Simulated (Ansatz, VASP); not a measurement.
## One calculation of AlFe, two programs

```
CELL_PARAMETERS angstrom
2.87068 0.00000 0.00000
0.00000 2.87068 0.00000
0.00000 0.00000 2.87068
ATOMIC_POSITIONS crystal
Al 0.00000 0.00000 0.00000
Fe 0.50000 0.50000 0.50000
```

Alike in both runs: task relaxation of cell and atoms; functional PBEsol; k mesh 14 × 14 × 14; occupations gaussian, width 0.1 eV; collinear spin.

|  | VASP | Ansatz |
| --- | --- | --- |
| version | VASP 6.6.1 | Ansatz 0.2.0 |
| potentials or method | VASP PAW PBE potentials, release 64 (Al, Fe), cutoff 600 eV | scalar-relativistic, plane waves, PAW |
| valence electrons in the cell | 11 | 19 |

|  | VASP | Ansatz | Ansatz less VASP |
| --- | --- | --- | --- |
| gap on the k mesh at the Fermi level, each at its own relaxed structure (eV) | none | none | - |
| net moment per atom (μB) | 0.33 | 0.33 | +0.001 |
| size of the moment on the site where the two differ most (μB) | 0.69 | 0.68 | -0.007 |
| relaxed volume (Å³/atom) | 11.52 | 11.51 | -0.014 |
| relaxed length of the cell vector where the two differ most in proportion (Å) | 2.846 | 2.845 | -0.0012 |

VASP's potentials were made for PBE, not for PBEsol. Site moments also hang on the region over which each program counts them. A gap of «none» marks a metal or a gap that the smearing closes. VASP's potentials hold 11 valence electrons a cell and Ansatz's 19, so a difference there can come from the potentials and not from the codes.
